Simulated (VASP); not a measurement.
Set up this calculation in VASP 6.6.1, as the native input.

* Task: single point
* Functional: PBEsol
* Potentials or basis: VASP PAW PBE potentials, release 64 (In_d, P)
* Cutoff: 520 eV
* k mesh: 10 × 10 × 10
* Occupations: gaussian, width 0.02 eV
* Spin: no spin polarisation
* Dipole correction: no
* Further INCAR settings: ALGO = Normal; EDIFF = 1e-06; NBANDS = 16

The structure of InP lies in POSCAR:

```
InP
1.0
    0.0000000000      2.9390910429      2.9390910429
    2.9390910429      0.0000000000      2.9390910429
    2.9390910429      2.9390910429      0.0000000000
In P
1 1
Direct
    0.0000000000      0.0000000000      0.0000000000
    0.7500000000      0.7500000000      0.7500000000
```

The input as run:

INCAR

```
SYSTEM = InP
PREC = Accurate
ENCUT = 520
EDIFF = 1E-6
ISMEAR = 0
SIGMA = 0.02
LREAL = .False.
LASPH = .True.
NELM = 100
ALGO = Normal
ISIF = 2
LWAVE = .False.
LCHARG = .False.
GGA = PS
NBANDS = 16
```

KPOINTS

```
regular mesh
0
Gamma
  10 10 10
  0 0 0
```

Potentials or basis: VASP PAW PBE potentials, release 64 (In_d, P).

Command:

```sh
$ cat potpaw_PBE.64/In_d/POTCAR potpaw_PBE.64/P/POTCAR > POTCAR
$ mpirun -np 1 vasp_std > vasp.out
```

Results of the run:

| Item | Value |
| --- | --- |
| Pressure | 0.0 GPa |
| Band gap on the k mesh | 0.57 eV, direct |

Caveat: the PAW data sets were made with another functional, which shifts forces and pressure a little; spin-orbit coupling is left out, which moves the levels of the heavy elements.

It took 10 s on 1 thread of Intel(R) Xeon(R) 6975P-C (Granite Rapids), with other jobs on the host, peak memory 0.19 GiB.
